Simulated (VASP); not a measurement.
# Sn (I4_1/amd) in VASP: single point with PBEsol

Aim: the single point of Sn with PBEsol.

Everything below comes from runs of VASP 6.6.1. Logs are shortened: lines on timing, memory, paths and dates and some standing lists are left out, and cuts for length are marked.

**1. The cell of the first run**

It takes space group I4_1/amd (No. 141, tetragonal). The conventional cell has a = 5.839 Å, b = 5.839 Å, c = 3.188 Å, α = 90.00°, β = 90.00°, γ = 90.00°. Sn (site symmetry -4m2) has 10 Sn at 3.03 to 3.77 Å within 4.0 Å.

**2. Single point, PBEsol**

Contents of INCAR:

```
PREC     = Accurate       # precision mode
ENCUT    = 500            # plane-wave cutoff, eV
EDIFF    = 1E-6           # SCF threshold, eV
ISMEAR   = -1             # smearing method
SIGMA    = 0.1            # smearing width, eV
LREAL    = F              # projectors in reciprocal space
LASPH    = T              # aspherical terms in the spheres
NELM     = 120            # most SCF steps
ALGO     = Normal         # electronic algorithm
ISIF     = 2              # what is computed and relaxed
LWAVE    = F              # write WAVECAR
LCHARG   = F              # write CHGCAR
GGA      = PS             # functional
NBANDS   = 21             # bands
GGA_COMPAT= F
```

Contents of KPOINTS:

```
regular mesh
0
Gamma
  11 11 11
```

Contents of POSCAR:

```
Sn
1.0
   -2.9196440750      2.9196440750      1.5938000000
    2.9196440750     -2.9196440750      1.5938000000
    2.9196440750      2.9196440750     -1.5938000000
Sn
2
Direct
    0.0000000000      1.0000000000      0.0000000000
    0.7500000000      0.2500000000      0.5000000000
```

Potentials or basis: VASP PAW PBE potentials, release 64 (Sn_d).

On the command line:

```
cat potpaw_PBE.64/Sn_d/POTCAR > POTCAR
mpirun -np 1 vasp_std > vasp.out
```

OUTCAR:

```text
PREC = Accurate
   ENCUT = 500
   EDIFF = 1E-6
   ISMEAR = -1
   LREAL = F
   LASPH = T
   NELM = 120
   ISIF = 2
   GGA = PS

 ion  position               nearest neighbor table
   1  0.000  0.000  0.000-   2 3.03   2 3.03   2 3.03   2 3.03
   2  0.750  0.250  0.500-   1 3.03   1 3.03   1 3.03   1 3.03

  LATTYP: Found a body centered tetragonal cell.
 ALAT       =     5.8392881500
 C/A-ratio  =     0.5458884573

  Lattice vectors:

 A1 = (  -2.9196440750,   2.9196440750,   1.5938000000)
 A2 = (   2.9196440750,  -2.9196440750,   1.5938000000)
 A3 = (   2.9196440750,   2.9196440750,  -1.5938000000)

Analysis of symmetry for initial positions (statically):
=====================================================================
 Subroutine PRICEL returns:
 Original cell was already a primitive cell.

 Routine SETGRP: Setting up the symmetry group for a
 body centered tetragonal supercell.

 Subroutine GETGRP returns: Found 16 space group operations
 (whereof  8 operations were pure point group operations)
 out of a pool of 16 trial point group operations.

The static configuration has the point symmetry D_2d.
 The point group associated with its full space group is D_4h.

Analysis of symmetry for dynamics (positions and initial velocities):
=====================================================================
 Subroutine PRICEL returns:
 Original cell was already a primitive cell.

 Routine SETGRP: Setting up the symmetry group for a
 body centered tetragonal supercell.

 Subroutine GETGRP returns: Found 16 space group operations
 (whereof  8 operations were pure point group operations)
 out of a pool of 16 trial point group operations.

The dynamic configuration has the point symmetry D_2d.
 The point group associated with its full space group is D_4h.

 Subroutine INISYM returns: Found 16 space group operations
 (whereof  8 operations are pure point group operations),
 and found     1 'primitive' translations

----------------------------------------------------------------------------------------

                                     Primitive cell

  volume of cell :      54.3443

  direct lattice vectors                    reciprocal lattice vectors
    -2.919644075  2.919644075  1.593800000     0.000000000  0.171253751  0.313715648
     2.919644075 -2.919644075  1.593800000     0.171253751  0.000000000  0.313715648
     2.919644075  2.919644075 -1.593800000     0.171253751  0.171253751  0.000000000

  length of vectors
     4.425928320  4.425928320  4.425928320     0.357414822  0.357414822  0.242189378

  position of ions in fractional coordinates (direct lattice)
     0.000000000  0.000000000  0.000000000
     0.750000000  0.250000000  0.500000000

  ion indices of the primitive-cell ions
   primitive index   ion index
                 1           1
                 2           2

----------------------------------------------------------------------------------------

 KPOINTS: regular mesh

Automatic generation of k-mesh.
 Grid dimensions read from file:
 generate k-points for:   11   11   11

 Generating k-lattice:

  Cartesian coordinates                     Fractional coordinates (reciprocal lattice)
     0.000000000  0.015568523  0.028519604     0.090909091 -0.000000000  0.000000000
     0.015568523  0.000000000  0.028519604    -0.000000000  0.090909091  0.000000000
     0.015568523  0.015568523  0.000000000     0.000000000  0.000000000  0.090909091

  Length of vectors
     0.032492257  0.032492257  0.022017216

  Shift w.r.t. Gamma in fractional coordinates (k-lattice)
     0.000000000  0.000000000  0.000000000

 Subroutine IBZKPT returns following result:
 ===========================================

 Found    126 irreducible k-points:

 Following reciprocal coordinates:
            Coordinates               Weight
  0.000000  0.000000  0.000000      1.000000
  0.090909  0.000000  0.000000      8.000000
  0.181818 -0.000000  0.000000      8.000000
  0.272727  0.000000  0.000000      8.000000
  0.363636  0.000000  0.000000      8.000000
  0.454545  0.000000 -0.000000      8.000000
[... 16 lines left out ...]
 -0.272727  0.181818  0.000000     16.000000
 -0.181818  0.181818  0.000000      4.000000
 [... further k-points ...]
   k-points           NKPTS =    126   k-points in BZ     NKDIM =    126   number of bands    NBANDS=     21
   number of dos      NEDOS =    301   number of ions     NIONS =      2
   total plane-waves  NPLWV =  32768
   dimension x,y,z NGX =    32 NGY =   32 NGZ =   32
   dimension x,y,z NGXF=    64 NGYF=   64 NGZF=   64
   ions per type =               2
   NGX,Y,Z   is equivalent  to a cutoff of  12.02, 12.02, 12.02 a.u.
   NGXF,Y,Z  is equivalent  to a cutoff of  24.04, 24.04, 24.04 a.u.
 SYSTEM =  unknown system
   PREC   = accura    normal or accurate (medium, high low for compatibility)
   ISTART =      0    job   : 0-new  1-cont  2-samecut
   ICHARG =      2    charge: 1-file 2-atom 10-const
   ISPIN  =      1    spin polarized calculation?
   LNONCOLLINEAR =      F non collinear calculations
   LSORBIT =      F    spin-orbit coupling
   LASPH  =      T    aspherical Exc in radial PAW
   ENCUT  =  500.0 eV  36.75 Ry    6.06 a.u.   8.07  8.07  8.07*2*pi/ulx,y,z
   NELM   =    120;   NELMIN=  2; NELMDL= -5     # of ELM steps
   EDIFF  = 0.1E-05   stopping-criterion for ELM
   LREAL  =      F    real-space projection
   EDIFFG = 0.1E-04   stopping-criterion for IOM
   NSW    =      0    number of steps for IOM
   IBRION =     -1    ionic relax: 0-MD 1-quasi-New 2-CG
   NFREE  =      0    steps in history (QN), initial steepest desc. (CG)
   ISIF   =      2    stress and relaxation
   ISYM   =      2    0-nonsym 1-usesym 2-fastsym
   POTIM  = 0.5000    time-step for ionic-motion
   TEBEG  =    0.0;   TEEND  =   0.0 temperature during run
   PSTRESS=    0.0 pullay stress
   NELECT =      28.0000    total number of electrons
   NUPDOWN=      -1.0000    fix difference up-down
   EMIN   =  10.00;   EMAX   =-10.00  energy-range for DOS
   EFERMI =   0.00;   METHOD = LEGACY
   ISMEAR =    -1;   SIGMA  =   0.10  broadening in eV -4-tet -1-fermi 0-gaus
   EFERMI_NEDOS =   21; number of points for ismear=-14 and -15
   IALGO  =     38    algorithm
   IMIX   =      4    mixing-type and parameters
     AMIX     =   0.40;   BMIX     =  1.00
     AMIX_MAG =   1.60;   BMIX_MAG =  1.00
  volume/ion in A,a.u.               =      27.17       183.37
  Fermi-wavevector in a.u.,A,eV,Ry     =   1.312430  2.480134 23.435677  1.722474
  Thomas-Fermi vector in A             =   2.442823
   LORBIT       =      0    0 simple, 1 ext, 2 COOP (PROOUT), +10 PAW based schemes
   GGA     = PS    functional components
   LHFCALC =     F    Hartree Fock is set to
   AEXX    =    0.0000 exact exchange contribution
   IVDW    =     0    specifies the selected vdW correction
   LEPSILON=     F    determine dielectric tensor
   LRPA    =     F    only Hartree local field effects (RPA)
 non-spin polarized calculation
  energy-cutoff  :      500.00
  volume of cell :       54.34
 maximum number of plane-waves:      1399
   NGX = 17   NGY = 17   NGZ = 17

 number of electron      27.9999983 magnetization

 Free energy of the ion-electron system (eV)
  ---------------------------------------------------
  ext. energy  EPLUGINS =         0.00000000
  ---------------------------------------------------
  free energy    TOTEN  =        -8.53692024 eV

  energy without entropy =       -8.50544097  energy(sigma->0) =       -8.52118061

 E-fermi :   7.7858     XC(G=0): -10.4455

 val. band max:        7.7595353938   @ k =  -0.4545   0.0909   0.0000
 cond. band min:       7.7936372482   @ k =   0.4545   0.2727   0.0909
 fundamental gap:      0.0341018544
 Fermi energy:         7.7857755078

 k-point     1 :       0.0000    0.0000    0.0000
  band No.  band energies     occupation
      1     -13.7501      2.00000
      2     -13.6611      2.00000
      3     -13.6227      2.00000
      4     -13.6061      2.00000
      5     -13.4586      2.00000
      6     -13.4585      2.00000
[... 13 lines left out ...]
     20      17.6833      0.00000
     21      18.3328      0.00000

 k-point     2 :       0.0909    0.0000    0.0000
  band No.  band energies     occupation
      1     -13.7449      2.00000
      2     -13.6449      2.00000
      3     -13.6167      2.00000
      4     -13.5872      2.00000
      5     -13.4701      2.00000
      6     -13.4679      2.00000
[... 13 lines left out ...]
     20      17.0248      0.00000
     21      17.1054      0.00000

 k-point     3 :       0.1818   -0.0000    0.0000
  band No.  band energies     occupation
      1     -13.7295      2.00000
      2     -13.6050      2.00000
      3     -13.6005      2.00000
      4     -13.5476      2.00000
      5     -13.4946      2.00000
      6     -13.4734      2.00000
[... 13 lines left out ...]
     20      15.6877      0.00000
     21      16.2097      0.00000

 k-point     4 :       0.2727    0.0000    0.0000
  band No.  band energies     occupation
      1     -13.7086      2.00000
      2     -13.5808      2.00000
      3     -13.5707      2.00000
      4     -13.5387      2.00000
      5     -13.5196      2.00000
      6     -13.4776      2.00000
[... 13 lines left out ...]
     20      14.7835      0.00000
     21      16.6387      0.00000

 k-point     5 :       0.3636    0.0000    0.0000
  band No.  band energies     occupation
      1     -13.6894      2.00000
      2     -13.5751      2.00000
      3     -13.5702      2.00000
      4     -13.5530      2.00000
      5     -13.5256      2.00000
      6     -13.4949      2.00000
[... 13 lines left out ...]
     20      14.8801      0.00000
     21      17.6359      0.00000
[... 382 lines left out ...]
     20      16.0999      0.00000
     21      16.6404      0.00000

 k-point    22 :      -0.3636    0.1818    0.0000
  band No.  band energies     occupation
      1     -13.6873      2.00000
      2     -13.6161      2.00000
      3     -13.5871      2.00000
      4     -13.5623      2.00000
      5     -13.5038      2.00000
      6     -13.4667      2.00000
[... 13 lines left out ...]
     20      16.2700      0.00000
     21      17.2996      0.00000

 k-point    23 :      -0.2727    0.1818    0.0000
  band No.  band energies     occupation
      1     -13.7068      2.00000
      2     -13.6516      2.00000
      3     -13.6127      2.00000
      4     -13.5842      2.00000
      5     -13.4849      2.00000
      6     -13.4495      2.00000
[... 13 lines left out ...]
     20      17.6806      0.00000
     21      18.2608      0.00000

 k-point    24 :      -0.1818    0.1818    0.0000
  band No.  band energies     occupation
      1     -13.7230      2.00000
      2     -13.6656      2.00000
      3     -13.6224      2.00000
      4     -13.5999      2.00000
      5     -13.4725      2.00000
      6     -13.4447      2.00000
[... 13 lines left out ...]
     20      17.8943      0.00000
     21      18.0383      0.00000

 [... further k-points ...]

------------------------ aborting loop because EDIFF is reached ----------------------------------------

  FORCE on cell =-STRESS in cart. coord.  units (eV):
  Direction    XX          YY          ZZ          XY          YZ          ZX
  --------------------------------------------------------------------------------------
  -------------------------------------------------------------------------------------
  Total       -0.0421023     -0.0421023     -0.4678338      0.0000000      0.0000000      0.0000000
  in kB       -1.2412609     -1.2412609    -13.7926759      0.0000000      0.0000000      0.0000000
  external PRESSURE =      -5.4250659 kB  Pullay stress =       0.0000000 kB

 VOLUME and BASIS-vectors are now :
 -----------------------------------------------------------------------------
  energy-cutoff  :      500.00
  volume of cell :       54.34
      direct lattice vectors                 reciprocal lattice vectors
    -2.919644075  2.919644075  1.593800000     0.000000000  0.171253751  0.313715648
     2.919644075 -2.919644075  1.593800000     0.171253751  0.000000000  0.313715648
     2.919644075  2.919644075 -1.593800000     0.171253751  0.171253751  0.000000000

 POSITION                                       TOTAL-FORCE (eV/Angst)
 -----------------------------------------------------------------------------------
      0.00000      0.00000      0.00000        -0.000000      0.000000     -0.000000
      0.00000      2.91964      0.79690         0.000000     -0.000000      0.000000
 -----------------------------------------------------------------------------------
    total drift:                                0.000000     -0.000000      0.000000

  FREE ENERGIE OF THE ION-ELECTRON SYSTEM (eV)
  ---------------------------------------------------
  free  energy   TOTEN  =        -8.5369202383 eV

  energy  without entropy=       -8.5054409732  energy(sigma->0) =       -8.52118061
```

Run time: 50 s. Hardware: 1 thread of Intel Xeon Platinum 8488C (Sapphire Rapids), shared host; peak memory 0.24 GiB.

What came out:

```yaml
Free_energy: -8.5369 eV
Pressure: -0.5 GPa
Band_gap_on_the_k_mesh: zero (bands 14 and 15 overlap by 3.84 eV)
```

Stress tensor (GPa, compression positive):
```
-0.12  0.00  0.00
 0.00 -0.12  0.00
 0.00  0.00 -1.38
```

Caveat: the PAW data sets were made with another functional, which shifts forces and pressure a little; spin-orbit coupling is left out, which moves the levels of the heavy elements.
